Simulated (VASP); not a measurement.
# AlN (P6_3mc) in VASP: a series of runs

AlN is run at these levels: PBE; tasks: single point.

Program: VASP 6.6.1. These are calculated values, not measurements. Logs are shortened: lines on timing, memory, paths and dates and some standing lists are left out, and cuts for length are marked.

### Step 1. The cell of the first run

The structure is hexagonal, space group P6_3mc (No. 186). The conventional cell has a = 3.071 Å, b = 3.071 Å, c = 4.901 Å, α = 90.00°, β = 90.00°, γ = 120.00°. Al (site symmetry 3m) has 4 N at 1.86 to 1.88 Å within 2.5 Å. N (site symmetry 3m) has 4 Al at 1.86 to 1.88 Å within 2.5 Å.

### Step 2. Single point, PBE (volume scaled by 0.94, then relaxed in part)

Contents of INCAR:

```
PREC = Accurate
ENCUT = 520
EDIFF = 1E-6
ISMEAR = 0
SIGMA = 0.02
LREAL = False
LASPH = True
NELM = 100
ALGO = Normal
ISIF = 2
LWAVE = False
LCHARG = False
GGA = PE
NBANDS = 16
```

Contents of KPOINTS:

```
regular mesh
0
Gamma
  12 12 6
```

Contents of POSCAR:

```
AlN
1.0
    3.0708653885      0.0000000000      0.0000000000
   -1.5354326942      2.6594474380      0.0000000000
    0.0000000000      0.0000000000      4.9010994151
Al N
2 2
Direct
    0.3333333333      0.6666666667     -0.0014108321
    0.6666666667      0.3333333333      0.4985891679
    0.3333333333      0.6666666667      0.3814108321
    0.6666666667      0.3333333333      0.8814108321
```

Potentials or basis: VASP PAW PBE potentials, release 64 (Al, N).

Command:

```
$ cat potpaw_PBE.64/Al/POTCAR potpaw_PBE.64/N/POTCAR > POTCAR
$ mpirun -np 1 vasp_std > vasp.out
```

OUTCAR:

```text
PREC = Accurate
   ENCUT = 520
   EDIFF = 1E-6
   ISMEAR = 0
   LREAL = False
   LASPH = True
   NELM = 100
   ISIF = 2
   GGA = PE

 ion  position               nearest neighbor table
   1  0.333  0.667  0.999-   4 1.86   4 1.86   4 1.86   3 1.88   2 3.02   2 3.02   2 3.02   2 3.02
                             2 3.02   2 3.02
   2  0.667  0.333  0.499-   3 1.86   3 1.86   3 1.86   4 1.88   1 3.02   1 3.02   1 3.02   1 3.02
                             1 3.02   1 3.02
   3  0.333  0.667  0.381-   2 1.86   2 1.86   2 1.86   1 1.88
   4  0.667  0.333  0.881-   1 1.86   1 1.86   1 1.86   2 1.88

  LATTYP: Found a hexagonal cell.
 ALAT       =     3.0708653885
 C/A-ratio  =     1.5959994318

  Lattice vectors:

 A1 = (   3.0708653885,   0.0000000000,   0.0000000000)
 A2 = (  -1.5354326942,   2.6594474380,   0.0000000000)
 A3 = (   0.0000000000,   0.0000000000,   4.9010994151)

Analysis of symmetry for initial positions (statically):
=====================================================================
 Subroutine PRICEL returns:
 Original cell was already a primitive cell.

 Routine SETGRP: Setting up the symmetry group for a
 hexagonal supercell.

 Subroutine GETGRP returns: Found 12 space group operations
 (whereof  6 operations were pure point group operations)
 out of a pool of 24 trial point group operations.

The static configuration has the point symmetry C_3v.
 The point group associated with its full space group is C_6v.

Analysis of symmetry for dynamics (positions and initial velocities):
=====================================================================
 Subroutine PRICEL returns:
 Original cell was already a primitive cell.

 Routine SETGRP: Setting up the symmetry group for a
 hexagonal supercell.

 Subroutine GETGRP returns: Found 12 space group operations
 (whereof  6 operations were pure point group operations)
 out of a pool of 24 trial point group operations.

The dynamic configuration has the point symmetry C_3v.
 The point group associated with its full space group is C_6v.

 Subroutine INISYM returns: Found 12 space group operations
 (whereof  6 operations are pure point group operations),
 and found     1 'primitive' translations

----------------------------------------------------------------------------------------

                                     Primitive cell

  volume of cell :      40.0263

  direct lattice vectors                    reciprocal lattice vectors
     3.070865389  0.000000000  0.000000000     0.325641106  0.188008980  0.000000000
    -1.535432694  2.659447438  0.000000000     0.000000000  0.376017960  0.000000000
     0.000000000  0.000000000  4.901099415     0.000000000  0.000000000  0.204035853

  length of vectors
     3.070865389  3.070865388  4.901099415     0.376017960  0.376017960  0.204035853

  position of ions in fractional coordinates (direct lattice)
     0.333333333  0.666666667  0.998589168
     0.666666667  0.333333333  0.498589168
     0.333333333  0.666666667  0.381410832
     0.666666667  0.333333333  0.881410832

  ion indices of the primitive-cell ions
   primitive index   ion index
                 1           1
                 2           2
                 3           3
                 4           4

----------------------------------------------------------------------------------------

 KPOINTS: regular mesh

Automatic generation of k-mesh.
 Grid dimensions read from file:
 generate k-points for:   12   12    6

 Generating k-lattice:

  Cartesian coordinates                     Fractional coordinates (reciprocal lattice)
     0.027136759  0.015667415  0.000000000     0.083333333 -0.000000000  0.000000000
     0.000000000  0.031334830  0.000000000     0.000000000  0.083333333  0.000000000
     0.000000000  0.000000000  0.034005976     0.000000000  0.000000000  0.166666667

  Length of vectors
     0.031334830  0.031334830  0.034005976

  Shift w.r.t. Gamma in fractional coordinates (k-lattice)
     0.000000000  0.000000000  0.000000000

 Subroutine IBZKPT returns following result:
 ===========================================

 Found     76 irreducible k-points:

 Following reciprocal coordinates:
            Coordinates               Weight
  0.000000  0.000000  0.000000      1.000000
  0.083333  0.000000  0.000000      6.000000
  0.166667 -0.000000  0.000000      6.000000
  0.250000  0.000000  0.000000      6.000000
  0.333333 -0.000000  0.000000      6.000000
  0.416667 -0.000000  0.000000      6.000000
[... 16 lines left out ...]
  0.250000  0.000000  0.166667     12.000000
  0.333333 -0.000000  0.166667     12.000000
 [... further k-points ...]
   k-points           NKPTS =     76   k-points in BZ     NKDIM =     76   number of bands    NBANDS=     16
   number of dos      NEDOS =    301   number of ions     NIONS =      4
   total plane-waves  NPLWV =  20736
   dimension x,y,z NGX =    24 NGY =   24 NGZ =   36
   dimension x,y,z NGXF=    48 NGYF=   48 NGZF=   72
   ions per type =               2   2
   NGX,Y,Z   is equivalent  to a cutoff of  12.99, 12.99, 12.21 a.u.
   NGXF,Y,Z  is equivalent  to a cutoff of  25.99, 25.99, 24.42 a.u.
 SYSTEM =  unknown system
   PREC   = accura    normal or accurate (medium, high low for compatibility)
   ISTART =      0    job   : 0-new  1-cont  2-samecut
   ICHARG =      2    charge: 1-file 2-atom 10-const
   ISPIN  =      1    spin polarized calculation?
   LNONCOLLINEAR =      F non collinear calculations
   LSORBIT =      F    spin-orbit coupling
   LASPH  =      T    aspherical Exc in radial PAW
   ENCUT  =  520.0 eV  38.22 Ry    6.18 a.u.   5.71  5.71  9.11*2*pi/ulx,y,z
   NELM   =    100;   NELMIN=  2; NELMDL= -5     # of ELM steps
   EDIFF  = 0.1E-05   stopping-criterion for ELM
   LREAL  =      F    real-space projection
   EDIFFG = 0.1E-04   stopping-criterion for IOM
   NSW    =      0    number of steps for IOM
   IBRION =     -1    ionic relax: 0-MD 1-quasi-New 2-CG
   NFREE  =      0    steps in history (QN), initial steepest desc. (CG)
   ISIF   =      2    stress and relaxation
   ISYM   =      2    0-nonsym 1-usesym 2-fastsym
   POTIM  = 0.5000    time-step for ionic-motion
   TEBEG  =    0.0;   TEEND  =   0.0 temperature during run
   PSTRESS=    0.0 pullay stress
   NELECT =      16.0000    total number of electrons
   NUPDOWN=      -1.0000    fix difference up-down
   EMIN   =  10.00;   EMAX   =-10.00  energy-range for DOS
   EFERMI =   0.00;   METHOD = LEGACY
   ISMEAR =     0;   SIGMA  =   0.02  broadening in eV -4-tet -1-fermi 0-gaus
   EFERMI_NEDOS =   21; number of points for ismear=-14 and -15
   IALGO  =     38    algorithm
   IMIX   =      4    mixing-type and parameters
     AMIX     =   0.40;   BMIX     =  1.00
     AMIX_MAG =   1.60;   BMIX_MAG =  1.00
  volume/ion in A,a.u.               =      10.01        67.53
  Fermi-wavevector in a.u.,A,eV,Ry     =   1.205960  2.278934 19.787492  1.454340
  Thomas-Fermi vector in A             =   2.341641
   LORBIT       =      0    0 simple, 1 ext, 2 COOP (PROOUT), +10 PAW based schemes
   GGA     = PE    functional components
   LHFCALC =     F    Hartree Fock is set to
   AEXX    =    0.0000 exact exchange contribution
   IVDW    =     0    specifies the selected vdW correction
   LEPSILON=     F    determine dielectric tensor
   LRPA    =     F    only Hartree local field effects (RPA)
 non-spin polarized calculation
 Gauss-broadening in eV      SIGMA  =   0.02
  energy-cutoff  :      520.00
  volume of cell :       40.03
 maximum number of plane-waves:      1092
 NGX is ok and might be reduce to    24
   NGX = 11   NGY = 11   NGZ = 19

 number of electron      15.9999995 magnetization

 Free energy of the ion-electron system (eV)
  ---------------------------------------------------
  ext. energy  EPLUGINS =         0.00000000
  ---------------------------------------------------
  free energy    TOTEN  =       -29.68134806 eV

  energy without entropy =      -29.68134806  energy(sigma->0) =      -29.68134806

 E-fermi :   6.7122     XC(G=0): -11.0972

 val. band max:        6.6011252216   @ k =   0.0000   0.0000   0.0000
 cond. band min:      11.1634069384   @ k =   0.0000   0.0000   0.0000
 fundamental gap:      4.5622817168
 Fermi energy:         6.7122282371

 k-point     1 :       0.0000    0.0000    0.0000
  band No.  band energies     occupation
      1      -8.8783      2.00000
      2      -6.5830      2.00000
      3       0.3976      2.00000
      4       5.6653      2.00000
      5       5.6653      2.00000
      6       6.3346      2.00000
[... 8 lines left out ...]
     15      20.1000      0.00000
     16      20.1660      0.00000

 k-point     2 :       0.0833    0.0000    0.0000
  band No.  band energies     occupation
      1      -8.7854      2.00000
      2      -6.5302      2.00000
      3       0.5062      2.00000
      4       5.2459      2.00000
      5       5.5439      2.00000
      6       5.9288      2.00000
[... 8 lines left out ...]
     15      20.1671      0.00000
     16      20.1903      0.00000

 k-point     3 :       0.1667   -0.0000    0.0000
  band No.  band energies     occupation
      1      -8.5146      2.00000
      2      -6.3859      2.00000
      3       0.8265      2.00000
      4       4.2199      2.00000
      5       5.0507      2.00000
      6       5.2604      2.00000
[... 8 lines left out ...]
     15      19.3673      0.00000
     16      19.6317      0.00000

 k-point     4 :       0.2500    0.0000    0.0000
  band No.  band energies     occupation
      1      -8.0918      2.00000
      2      -6.1952      2.00000
      3       1.3399      2.00000
      4       3.0164      2.00000
      5       4.0699      2.00000
      6       4.9363      2.00000
[... 8 lines left out ...]
     15      19.1465      0.00000
     16      20.1813      0.00000

 k-point     5 :       0.3333   -0.0000    0.0000
  band No.  band energies     occupation
      1      -7.5706      2.00000
      2      -6.0381      2.00000
      3       1.9465      2.00000
      4       2.0051      2.00000
      5       3.1842      2.00000
      6       4.6554      2.00000
[... 8 lines left out ...]
     15      19.1375      0.00000
     16      21.3746      0.00000

 k-point     6 :       0.4167   -0.0000    0.0000
  band No.  band energies     occupation
      1      -7.0575      2.00000
      2      -6.0052      2.00000
      3       1.2188      2.00000
      4       2.5424      2.00000
      5       2.7295      2.00000
      6       4.4688      2.00000
[... 8 lines left out ...]
     15      19.4442      0.00000
     16      22.2549      0.00000
[... 267 lines left out ...]
 k-point    21 :       0.0833    0.0000    0.1667
  band No.  band energies     occupation
      1      -8.6743      2.00000
      2      -6.7499      2.00000
      3       0.8841      2.00000
      4       5.2954      2.00000
      5       5.5922      2.00000
      6       5.6200      2.00000
[... 8 lines left out ...]
     15      19.6620      0.00000
     16      19.7973      0.00000

 k-point    22 :       0.1667   -0.0000    0.1667
  band No.  band energies     occupation
      1      -8.4074      2.00000
      2      -6.5867      2.00000
      3       1.1467      2.00000
      4       4.2941      2.00000
      5       4.8148      2.00000
      6       5.3197      2.00000
[... 8 lines left out ...]
     15      19.4712      0.00000
     16      19.8230      0.00000

 k-point    23 :       0.2500    0.0000    0.1667
  band No.  band energies     occupation
      1      -7.9919      2.00000
      2      -6.3632      2.00000
      3       1.4977      2.00000
      4       3.1924      2.00000
      5       3.8796      2.00000
      6       5.0051      2.00000
[... 8 lines left out ...]
     15      19.3740      0.00000
     16      20.2647      0.00000

 k-point    24 :       0.3333   -0.0000    0.1667
  band No.  band energies     occupation
      1      -7.4831      2.00000
      2      -6.1594      2.00000
      3       1.5172      2.00000
      4       2.5375      2.00000
      5       3.1519      2.00000
      6       4.7307      2.00000
[... 8 lines left out ...]
     15      19.4571      0.00000
     16      21.2839      0.00000

 [... further k-points ...]

------------------------ aborting loop because EDIFF is reached ----------------------------------------

  FORCE on cell =-STRESS in cart. coord.  units (eV):
  Direction    XX          YY          ZZ          XY          YZ          ZX
  --------------------------------------------------------------------------------------
  -------------------------------------------------------------------------------------
  Total        3.2949697      3.2949697      3.3070558      0.0000000      0.0000000      0.0000000
  in kB      131.8913488    131.8913488    132.3751304      0.0000000      0.0000000      0.0000000
  external PRESSURE =     132.0526093 kB  Pullay stress =       0.0000000 kB

 VOLUME and BASIS-vectors are now :
 -----------------------------------------------------------------------------
  energy-cutoff  :      520.00
  volume of cell :       40.03
      direct lattice vectors                 reciprocal lattice vectors
     3.070865389  0.000000000  0.000000000     0.325641106  0.188008980  0.000000000
    -1.535432694  2.659447438  0.000000000     0.000000000  0.376017960  0.000000000
     0.000000000  0.000000000  4.901099415     0.000000000  0.000000000  0.204035853

 POSITION                                       TOTAL-FORCE (eV/Angst)
 -----------------------------------------------------------------------------------
     -0.00000      1.77296      4.89418         0.000000      0.000000      0.000669
      1.53543      0.88648      2.44364        -0.000000      0.000000      0.000669
     -0.00000      1.77296      1.86933         0.000000      0.000000     -0.000669
      1.53543      0.88648      4.31988        -0.000000     -0.000000     -0.000669
 -----------------------------------------------------------------------------------
    total drift:                                0.000000      0.000000      0.000185

  FREE ENERGIE OF THE ION-ELECTRON SYSTEM (eV)
  ---------------------------------------------------
  free  energy   TOTEN  =       -29.6813480583 eV

  energy  without entropy=      -29.6813480583  energy(sigma->0) =      -29.68134806
```

Wall time 40 s (1 thread of AMD EPYC 7R13 (Zen 3), shared host); peak memory 0.14 GiB.

Results:

* Free energy: -29.6813 eV
* Pressure: 13.2 GPa
* Band gap on the k mesh: 4.56 eV, direct

### Step 3. Single point, PBE (volume scaled by 0.97, then relaxed in part)

Contents of INCAR:

```
SYSTEM = AlN
  PREC = Accurate
  ENCUT = 520
  EDIFF = 1E-6
  ISMEAR = 0
  SIGMA = 0.02
  LREAL = .False.
  LASPH = .True.
  NELM = 60
  ALGO = Normal
  ISIF = 2
  LWAVE = .False.
  LCHARG = .False.
  GGA = PE
  NBANDS = 16
```

Contents of KPOINTS:

```
regular mesh
0
Gamma
  12 12 6
  0 0 0
```

Contents of POSCAR:

```
AlN
1.0
    3.1000452127      0.0000000000      0.0000000000
   -1.5500226063      2.6847179071      0.0000000000
    0.0000000000      0.0000000000      4.9627556903
Al N
2 2
Direct
    0.3333333333      0.6666666667     -0.0009236067
    0.6666666667      0.3333333333      0.4990763933
    0.3333333333      0.6666666667      0.3809236067
    0.6666666667      0.3333333333      0.8809236067
```

Potentials or basis: VASP PAW PBE potentials, release 64 (Al, N).

Command:

```
$ cat potpaw_PBE.64/Al/POTCAR potpaw_PBE.64/N/POTCAR > POTCAR
$ mpirun -np 1 vasp_std > vasp.out
```

Run time: 67 s. Hardware: 1 thread of AMD EPYC 7R13 (Zen 3), shared host; peak memory 0.15 GiB.

The run converged. Its results:

* Free energy: -29.7577 eV
* Pressure: 6.0 GPa
* Largest force: 0.009 eV/Å
* Band gap on the k mesh: 4.30 eV, direct

Forces in eV/Å, atoms in the order of the input:
```
Al   0.000  0.000 -0.009
Al   0.000  0.000 -0.009
N    0.000  0.000  0.009
N    0.000  0.000  0.009
```

Levels at points of the mesh, in eV from the valence-band top:
```
           k point  band 5  band 6  band 7  band 8  band 9  band 10  band 11  band 12
(0.00, 0.00, 0.00)   -0.88   -0.22   -0.22    0.00    4.30     6.75    10.70    11.23
(0.50, 0.00, 0.00)   -3.37   -2.11   -1.79   -0.70    5.83     5.85     8.28    10.36
(0.00, 0.00, 0.50)   -0.56   -0.56   -0.56   -0.56    6.56     6.56    10.41    10.41
(0.50, 0.00, 0.50)   -1.48   -1.48   -1.38   -1.38    5.35     5.35     9.32     9.32
```

 A k mesh can miss the band edges.

### Step 4. Single point, PBE (volume scaled by 1.03, then relaxed in part)

Contents of INCAR:

```
PREC = Accurate ; ENCUT = 520
EDIFF = 1E-6 ; ISMEAR = 0
SIGMA = 0.02 ; LREAL = F
LASPH = T ; NELM = 80
ALGO = Normal ; ISIF = 2
LWAVE = F ; LCHARG = F
GGA = PE ; NBANDS = 16
```

Contents of KPOINTS:

```
Automatic mesh
0
Gamma
  12 12 6
```

Contents of POSCAR:

```
AlN
1.0
    3.1597038871      0.0000000000      0.0000000000
   -1.5798519436      2.7363838347      0.0000000000
    0.0000000000      0.0000000000      5.0726123326
Al N
2 2
Direct
    0.3333333333      0.6666666667     -0.0006073872
    0.6666666667      0.3333333333      0.4993926128
    0.3333333333      0.6666666667      0.3806073872
    0.6666666667      0.3333333333      0.8806073872
```

Command:

```
$ cat potpaw_PBE.64/Al/POTCAR potpaw_PBE.64/N/POTCAR > POTCAR
$ mpirun -np 1 vasp_std > vasp.out
```

Run time: 68 s. Hardware: 1 thread of AMD EPYC 7R13 (Zen 3), shared host; peak memory 0.14 GiB.

Results (log left out):

```yaml
Free_energy: -29.7571 eV
Pressure: -5.6 GPa
Largest_force: 0.006 eV/Å
Band_gap_on_the_k_mesh: 3.80 eV, direct
```

Forces on the atoms (eV/Å):
```
Al   0.000  0.000  0.006
Al   0.000  0.000  0.006
N    0.000  0.000 -0.006
N    0.000  0.000 -0.006
```

Levels at points of the mesh, in eV from the valence-band top:
```csv
k point,band 6,band 7,band 8,band 9,band 10,band 11
"(0.00, 0.00, 0.00)",-0.18,-0.18,0.00,3.80,6.28,10.22
"(0.50, 0.00, 0.00)",-2.00,-1.69,-0.66,5.67,5.69,7.78
"(0.00, 0.00, 0.50)",-0.51,-0.51,-0.51,6.07,6.07,9.93
"(0.50, 0.00, 0.50)",-1.40,-1.32,-1.32,5.15,5.15,8.97
```

 A k mesh can miss the band edges.

### Step 5. The runs side by side

| cell | gap on the mesh (eV) | pressure (GPa) | largest force (eV/Å) |
| --- | --- | --- | --- |
| a = 3.071, b = 3.071, c = 4.901 Å, angles 90.0, 90.0, 120.0°, 4 atoms | 4.56 | 13.2 | - |
| a = 3.100, b = 3.100, c = 4.963 Å, angles 90.0, 90.0, 120.0°, 4 atoms | 4.30 | 6.0 | 0.01 |
| a = 3.160, b = 3.160, c = 5.073 Å, angles 90.0, 90.0, 120.0°, 4 atoms | 3.80 | -5.6 | 0.01 |

Alike in all rows: task single point; level PBE; potentials or basis VASP PAW PBE potentials, release 64 (Al, N); no spin polarisation; k mesh 12 × 12 × 6; cutoff (eV) 520; smearing gaussian 0.02 eV.

Absolute energies hang on the potentials; compare differences alone.
